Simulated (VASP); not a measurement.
# Ge: single point with r2SCAN

The system is Ge.

```xyz
4
Lattice="4.1308 0.0000 0.0000 -2.0654 3.5774 0.0000 0.0000 0.0000 6.1805" Properties=species:S:1:pos:R:3 pbc="T T T"
Ge    2.0654    1.1925    0.3888
Ge    0.0000    2.3849    3.4790
Ge    2.0654    1.1925    2.7015
Ge    0.0000    2.3849    5.7917
```

This isn't the form of Ge at room conditions, which is diamond.

- Program: VASP 6.6.1
- Task: single point
- Functional: r2SCAN
- Potentials or basis: VASP PAW PBE potentials, release 64 (Ge_d)
- Cutoff: 550 eV
- k mesh: 10 × 10 × 6
- Occupations: fermi-dirac, width 0.15 eV
- Spin: no spin polarisation
- Dipole correction: no
- Further INCAR settings: ALGO = Normal; EDIFF = 1e-06; NBANDS = 36

- Pressure: 1.6 GPa
- Largest force: 1.261 eV/Å
- Band gap on the k mesh: zero (bands 28 and 29 overlap by 0.44 eV)

Forces in eV/Å, atoms in the order of the input:
```
Ge   0.000  0.000 -1.261
Ge   0.000  0.000 -1.261
Ge   0.000  0.000  1.261
Ge   0.000  0.000  1.261
```

Stress tensor (GPa, compression positive):
```
-5.40  0.00  0.00
 0.00 -5.40  0.00
 0.00  0.00 15.46
```

Levels at points of the mesh, in eV from the Fermi level:
```csv
k point,band 25,band 26,band 27,band 28,band 29,band 30,band 31,band 32
"(0.00, 0.00, 0.00)",-2.05,-0.72,-0.20,0.23,0.23,0.38,1.87,1.87
"(0.50, 0.00, 0.00)",-4.86,-3.53,-3.04,-1.24,0.30,2.22,3.57,4.02
"(0.00, 0.00, 0.50)",-1.22,-1.22,-1.22,-1.22,0.42,0.42,3.33,3.33
"(0.50, 0.00, 0.50)",-2.65,-2.65,-2.30,-2.30,0.80,0.80,2.84,2.84
```

It took 15 min on 1 thread of Oxide Virtual Turin-like Processor, with other jobs on the host, peak memory 0.27 GiB.

Caveat: the stress differs along the axes, from -5 to 15 GPa; semilocal functionals underestimate gaps, and a narrow one can read as zero; the PAW data sets were made with another functional, which shifts forces and pressure a little.
